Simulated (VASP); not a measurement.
AlNi: single point with r2SCAN

The system is AlNi.

```xyz
2
Lattice="1.9452 -1.9452 0.0000 1.9452 1.9452 0.0000 0.0000 0.0000 2.8252" Properties=species:S:1:pos:R:3 pbc="T T T"
Al    0.0000    0.0000    0.0000
Ni    1.9452    0.0000    1.4126
```

```yaml
Program: VASP 6.6.1
Task: single point
Functional: r2SCAN
Potentials_or_basis: VASP PAW PBE potentials, release 64 (Al, Ni)
Cutoff: 520 eV
k_mesh: 9 × 9 × 8
Occupations: methfessel-paxton, width 0.1 eV
Spin: collinear spin, ferromagnetic start
Starting_moments: "[0.0, 1.5] μB"
```

The pressure is 19.7 GPa. The net moment is 0.00 μB per cell and the valence electrons inside the program's atomic spheres are Al 0.88; Ni 9.73.

Stress tensor (GPa, compression positive):
```
19.80  0.00  0.00
 0.00 19.80  0.00
 0.00  0.00 19.41
```

Levels at points of the mesh, in eV from the Fermi level:
Spin up:
```csv
k point,band 3,band 4,band 5,band 6,band 7,band 8,band 9,band 10,band 11,band 12
"(0.00, 0.00, 0.00)",-3.95,-1.90,-1.90,-1.85,5.68,6.77,6.77,8.61,8.88,17.24
"(0.00, 0.00, 0.50)",-3.40,-2.65,-2.65,-1.76,-0.88,8.76,11.39,11.39,12.89,12.89
```
Spin down:
```tsv
k point	band 3	band 4	band 5	band 6	band 7	band 8	band 9	band 10	band 11	band 12
(0.00, 0.00, 0.00)	-3.95	-1.90	-1.90	-1.85	5.68	6.77	6.77	8.61	8.88	17.24
(0.00, 0.00, 0.50)	-3.40	-2.65	-2.65	-1.76	-0.88	8.76	11.39	11.39	12.89	12.89
```

It took 75 s on 1 thread of Intel(R) Xeon(R) 6975P-C (Granite Rapids), with other jobs on the host, peak memory 0.17 GiB.

Caveat: the starting moments collapsed, and a magnetic state may lie lower; the PAW data sets were made with another functional, which shifts forces and pressure a little.
